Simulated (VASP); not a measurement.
**AlP: relaxation of cell and atoms with LDA**

AlP:

```
CELL_PARAMETERS angstrom
0.00000 2.71728 2.71728
2.71728 0.00000 2.71728
2.71728 2.71728 0.00000
ATOMIC_POSITIONS crystal
Al 0.00000 0.00000 0.00000
P 0.25000 0.25000 0.25000
```

```yaml
Program: VASP 6.6.1
Task: relaxation of cell and atoms
Functional: LDA
Potentials_or_basis: VASP PAW LDA potentials, release 64 (Al, P)
Cutoff: 600 eV
k_mesh: 6 × 6 × 6
Occupations: fermi-dirac, width 0.02 eV
Spin: no spin polarisation
Dipole_correction: no
Further_INCAR_settings: ALGO = Normal; EDIFF = 1e-07; IBRION = 2; EDIFFG = -0.03; NSW = 80; ISIF = 3
```

* Pressure after relaxing: 0.1 GPa
* Band gap on the k mesh: 1.41 eV, indirect (least direct gap 3.24 eV)

Final structure:
```cif
data_structure
_symmetry_space_group_name_H-M 'P 1'
_symmetry_Int_Tables_number 1
_cell_length_a 3.8428
_cell_length_b 3.8428
_cell_length_c 3.8428
_cell_angle_alpha 60.000
_cell_angle_beta 60.000
_cell_angle_gamma 60.000
_cell_volume 40.13
loop_
_atom_site_label
_atom_site_type_symbol
_atom_site_fract_x
_atom_site_fract_y
_atom_site_fract_z
_atom_site_occupancy
Al1 Al 0.00000 0.00000 0.00000 1
P1 P 0.25000 0.25000 0.25000 1
```

Levels at points of the mesh, in eV from the valence-band top:
```
           k point  band 1  band 2  band 3  band 4  band 5  band 6  band 7  band 8
(0.00, 0.00, 0.00)  -11.59    0.00    0.00    0.00    3.24    4.49    4.49    4.49
(0.50, 0.00, 0.00)   -9.85   -5.65   -0.78   -0.78    2.72    4.73    4.73    8.10
(0.50, 0.50, 0.00)   -9.17   -5.40   -2.15   -2.15    1.41    2.32   11.00   11.00
```

Wall time 4.4 s on 1 thread of Intel(R) Xeon(R) Platinum 8559C (Emerald Rapids), on a shared host, peak memory 0.14 GiB.

Caveat: the relaxation stopped at its first step, so nothing moved. Expect the measured gap to be larger: semilocal functionals such as LDA lack the derivative discontinuity.
